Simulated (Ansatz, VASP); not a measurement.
# One calculation of SiC, two programs

The input POSCAR:

```
SiC
1.0
    3.1368633640      0.0000000000      0.0000000000
   -1.5684316820      2.7166033614      0.0000000000
    0.0000000000      0.0000000000      5.1490702528
Si C
2 2
Direct
    0.3333333333      0.6666666667     -0.0004677755
    0.6666666667      0.3333333333      0.4995322245
    0.3333333333      0.6666666667      0.3754677755
    0.6666666667      0.3333333333      0.8754677755
```

Contents of INCAR.step1:

```
PREC = Accurate
ENCUT = 520
EDIFF = 1E-5
ISMEAR = 0
SIGMA = 0.01
LREAL = False
LASPH = True
NELM = 100
ALGO = Normal
ISIF = 2
LWAVE = True
GGA = PE
NBANDS = 16
```

INCAR.step2

```
PREC = Accurate
ENCUT = 520
EDIFF = 1E-7
ISMEAR = 0
SIGMA = 0.01
LREAL = False
LASPH = True
NELM = 100
ALGO = Normal
ISIF = 2
LWAVE = False
LCHARG = True
GGA = PE
LHFCALC = True
HFSCREEN = 0.2079
PRECFOCK = Normal
LELF = True
LVHAR = True
ISTART = 1
NBANDS = 16
```

The input KPOINTS:

```
regular mesh
0
Gamma
  6 6 4
```

Input for Ansatz:

```yaml
crystal:
  lattice:
    - [3.136863364, 0.0, 0.0]
    - [-1.568431682, 2.7166033614, 0.0]
    - [0.0, 0.0, 5.1490702528]
  atoms:
    - { symbol: Si, position: [0.3333333333, 0.6666666667, -0.0004677755] }
    - { symbol: Si, position: [0.6666666667, 0.3333333333, 0.4995322245] }
    - { symbol: C, position: [0.3333333333, 0.6666666667, 0.3754677755] }
    - { symbol: C, position: [0.6666666667, 0.3333333333, 0.8754677755] }
kpoints:
  mp_grid: { grid: [6, 6, 4] }
  band_path:
    path:
      - [0.0, 0.0, 0.0]
      - [0.5, 0.0, 0.0]
      - [0.3333333333, 0.3333333333, 0.0]
      - [0.0, 0.0, 0.5]
      - [0.5, 0.0, 0.5]
      - [0.3333333333, 0.3333333333, 0.5]
    npoints: 1
hamiltonian:
  xc: hse06
scf:
  occupations: { method: fixed }
  n_extra_bands: 5
output:
  forces: true
  stress: true
  eigenvalues: true
```

Change from the starting cell: hydrostatic strain +2.0%.

Alike in both runs: task single point; functional HSE06; k mesh 6 × 6 × 4; no spin polarisation.

|  | VASP | Ansatz |
| --- | --- | --- |
| version | VASP 6.6.1 | Ansatz 0.2.0 |
| potentials or method | VASP PAW PBE potentials, release 64 (Si, C) | plane waves, PAW |
| plane-wave cutoff (eV) | 520 | 420 |
| occupations | gaussian, width 0.01 eV | fixed |
| valence electrons in the cell | 16 | 16 |

```tsv
	VASP	Ansatz	Ansatz less VASP
gap on the k mesh at the Fermi level (eV)	3.26	3.25	-0.003
pressure (GPa)	-13.6	-13.3	+0.30
traceless stress, the component that is largest in VASP (GPa)	-0.12	-0.14	-0.026
rms of the force components (eV/Å)	0.010	0.010	+0.0004
```

Atom by atom the forces differ by 0.000 eV/Å (rms over components). Ansatz's warnings: stress exchange threshold loose, stress scf threshold loose.
